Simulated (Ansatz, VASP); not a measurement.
## RbBr in VASP and in Ansatz

File INCAR:

```
ALGO = Normal
EDIFF = 1E-6
ENCUT = 520
GGA = CA
ISIF = 2
ISMEAR = 0
LASPH = True
LCHARG = False
LREAL = False
LWAVE = False
NBANDS = 15
NELM = 100
PREC = Accurate
SIGMA = 0.01
```

KPOINTS

```
k-points
0
Gamma
  6 6 6
```

File POSCAR:

```
RbBr
1.0
    0.0000000000      3.4608318259      3.4608318259
    3.4608318259      0.0000000000      3.4608318259
    3.4608318259      3.4608318259      0.0000000000
Rb Br
1 1
Direct
    0.0000000000      0.0000000000      0.0000000000
    0.5000000000      0.5000000000      0.5000000000
```

Input for Ansatz:

```yaml
crystal:
  lattice:
    - [0.0, 3.4608318259, 3.4608318259]
    - [3.4608318259, 0.0, 3.4608318259]
    - [3.4608318259, 3.4608318259, 0.0]
  atoms:
    - { symbol: Rb, position: [0.0, 0.0, 0.0] }
    - { symbol: Br, position: [0.5, 0.5, 0.5] }
kpoints:
  mp_grid: { grid: [6, 6, 6] }
  band_path:
    path:
      - [0.0, 0.0, 0.0]
      - [0.5, 0.0, 0.5]
      - [0.625, 0.25, 0.625]
      - [0.375, 0.375, 0.75]
      - [0.5, 0.5, 0.5]
      - [0.5, 0.25, 0.75]
    npoints: 1
hamiltonian:
  xc: lda
scf:
  occupations: { method: fixed }
  n_extra_bands: 4
output:
  forces: true
  stress: true
  eigenvalues: true
```

Alike in both runs: task single point; functional LDA; k mesh 6 × 6 × 6; no spin polarisation.

```csv
,VASP,Ansatz
version,VASP 6.6.1,Ansatz 0.2.0
potentials or method,"VASP PAW LDA potentials, release 64 (Rb_sv, Br)","plane waves, PAW"
plane-wave cutoff (eV),520,420
occupations,"gaussian, width 0.01 eV",fixed
valence electrons in the cell,16,16
```

```csv
,VASP,Ansatz,Ansatz less VASP
gap on the k mesh at the Fermi level (eV),3.89,3.88,-0.010
pressure (GPa),-1.5,-1.5,-0.03
```

LDA's correlation is that of Perdew and Zunger in VASP and of Perdew and Wang (1992) in Ansatz.
